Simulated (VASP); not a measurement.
InP (zincblende type), 2 atoms in the cell. Symmetry: F-43m, No. 216, cubic system. Conventional cell: a = 5.022 Å, b = 5.022 Å, c = 5.022 Å, α = 90.00°, β = 90.00°, γ = 90.00°. Within 2.9 Å of In (site symmetry -43m) lie 4 P at 2.17 Å. P (site symmetry -43m) has 4 In at 2.17 Å within 2.9 Å.  This cell differs from its parent crystal: volume scaled by 0.64.

* Program: VASP 6.6.1
* Task: single point
* Functional: LDA
* Potentials or basis: VASP PAW LDA potentials, release 64 (In_d, P)
* Cutoff: 500 eV
* k mesh: 11 × 11 × 11
* Occupations: fermi-dirac, width 0.05 eV
* Spin: no spin polarisation
* Dipole correction: no
* Further INCAR settings: ALGO = Normal; EDIFF = 1e-06; NBANDS = 16

Potentials or basis: VASP PAW LDA potentials, release 64 (In_d, P).

Run with:

```console
$ cat potpaw_LDA.64/In_d/POTCAR potpaw_LDA.64/P/POTCAR > POTCAR
$ mpirun -np 1 vasp_std > vasp.out
```

Hardware: 1 thread of Intel(R) Xeon(R) Platinum 8375C CPU @ 2.90GHz (Ice Lake), with other jobs on the host.

**Question.** Estimate the wall time of this run.

**Answer.** Wall time 19 s on 1 thread of Intel(R) Xeon(R) Platinum 8375C CPU @ 2.90GHz (Ice Lake), with other jobs on the host, peak memory 0.15 GiB. Counts: scf iterations 13, k points 56.
